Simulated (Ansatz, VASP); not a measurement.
SiB4Mo: VASP beside Ansatz

```
CELL_PARAMETERS angstrom
0.00000 3.57369 3.57369
3.57369 0.00000 3.57369
3.57369 3.57369 0.00000
ATOMIC_POSITIONS crystal
Si 0.75000 0.75000 0.75000
B 0.16500 0.50499 0.16500
B 0.16500 0.16500 0.16500
B 0.50499 0.16500 0.16500
B 0.16500 0.16500 0.50499
Mo 0.00000 0.00000 0.00000
```

Alike in both runs: functional PBE; k mesh 10 × 10 × 10; occupations gaussian, width 0.1 eV; no spin polarisation.

Ansatz relaxed the structure, and its values are those at the end. VASP's run is a single point on that final structure, the one shown.

|  | VASP | Ansatz |
| --- | --- | --- |
| version | VASP 6.6.1 | Ansatz 0.2.0 |
| potentials or method | VASP PAW PBE potentials, release 64 (Si, B, Mo_sv), cutoff 520 eV | scalar-relativistic, plane waves, PAW |
| valence electrons in the cell | 30 | 30 |

```csv
,VASP,Ansatz,Ansatz less VASP
gap on the k mesh at the Fermi level (eV),none,none,-
pressure (GPa),0.0,0.0,-0.05
```

A gap of «none» marks a metal or a gap that the smearing closes.
